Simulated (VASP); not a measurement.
Si3Te:

```
CELL_PARAMETERS angstrom
0.00000 3.68164 3.68164
3.68164 0.00000 3.68164
3.68164 3.68164 0.00000
ATOMIC_POSITIONS crystal
Si 0.50000 0.50000 0.50000
Si 0.25000 0.25000 0.25000
Si 0.75000 0.75000 0.75000
Te 0.00000 0.00000 0.00000
```

| Item | Value |
| --- | --- |
| Program | VASP 6.6.1 |
| Task | relaxation of cell and atoms |
| Functional | PBE |
| Potentials or basis | VASP PAW PBE potentials, release 64 (Si, Te) |
| Cutoff | 600 eV |
| k mesh | 4 × 4 × 4 |
| Occupations | gaussian, width 0.1 eV |
| Spin | no spin polarisation |

At the start: pressure -11.8 GPa; volume 24.95 Å³/atom.

Question: How do energy, volume and symmetry change on relaxing?

Answer: Over 4 steps the energy falls by 359.9 meV/atom and the volume is 17.86 Å³/atom (-28.4 %); space group Fm-3m (No. 225, to 0.05 Å).

Step by step:
```csv
step,energy change (eV),largest force (eV/Å),pressure (GPa),volume (Å³)
1,0.0000,0.0000,-11.76,99.81
2,-1.3909,0.0000,-3.56,75.61
3,-1.4382,0.0000,-0.74,72.24
4,-1.4397,0.0000,0.19,71.42
```

Final structure:
```cif
data_structure
_symmetry_space_group_name_H-M 'P 1'
_symmetry_Int_Tables_number 1
_cell_length_a 4.6571
_cell_length_b 4.6571
_cell_length_c 4.6571
_cell_angle_alpha 60.000
_cell_angle_beta 60.000
_cell_angle_gamma 60.000
_cell_volume 71.42
loop_
_atom_site_label
_atom_site_type_symbol
_atom_site_fract_x
_atom_site_fract_y
_atom_site_fract_z
_atom_site_occupancy
Si1 Si 0.50000 0.50000 0.50000 1
Si2 Si 0.25000 0.25000 0.25000 1
Si3 Si 0.75000 0.75000 0.75000 1
Te1 Te 0.00000 0.00000 0.00000 1
```

Caveat: the k points lie up to 0.41 Å⁻¹ apart in the final cell; the volume moved by over 15 % at a fixed basis, so the end points are rough.
